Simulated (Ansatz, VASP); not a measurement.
Two plane-wave programs on TaN

```
CELL_PARAMETERS angstrom
2.98900 0.00000 0.00000
-1.49450 2.58855 0.00000
0.00000 0.00000 4.94000
ATOMIC_POSITIONS crystal
Ta 0.33333 0.66667 0.00000
Ta 0.66667 0.33333 0.50000
N 0.33333 0.66667 0.38500
N 0.66667 0.33333 0.88500
```

Change from the starting cell: equal xx and yy strain of -2 %, PAW files.

Alike in both runs: task electric field gradients; functional PBEsol; k mesh 9 × 9 × 5; occupations fermi-dirac, width 0.01 eV; no spin polarisation.

|  | VASP | Ansatz |
| --- | --- | --- |
| version | VASP 6.6.1 | Ansatz 0.2.0 |
| potentials or method | VASP PAW PBE potentials, release 64 (Ta_pv, N) | PAW with Ansatz's default frozen-core files, scalar-relativistic |
| plane-wave cutoff (eV) | 520 | 420 |
| valence electrons in the cell | 32 | 36 |

VASP gave:

| Property | Result |
| --- | --- |
| pressure (GPa) | 162.2 |
| traceless stress, the component that is largest in VASP (GPa) | -28.80 |
| rms of the force components (eV/Å) | 2.051 |
| size of Vzz on the site where it differs most (V/Å²) | 155.3 |

Which values does Ansatz return?

Pressure (GPa): 158.1; traceless stress, the component that is largest in VASP (GPa): -28.13; rms of the force components (eV/Å): 2.025; size of Vzz on the site where it differs most (V/Å²): 157.7.

VASP's potentials were made for PBE, not for PBEsol. Atom by atom the forces differ by 0.025 eV/Å (rms over components). Both programs put the cell under a high pressure, so it lies far from rest at this level. The functional is the same, so the differences come from potentials, cutoffs and numerics. VASP's potentials hold 32 valence electrons a cell and Ansatz's 36, so a difference there can come from the potentials and not from the codes.

Neither program's run includes spin-orbit coupling. Noted on VASP's run: the cell as given lies far from equilibrium.
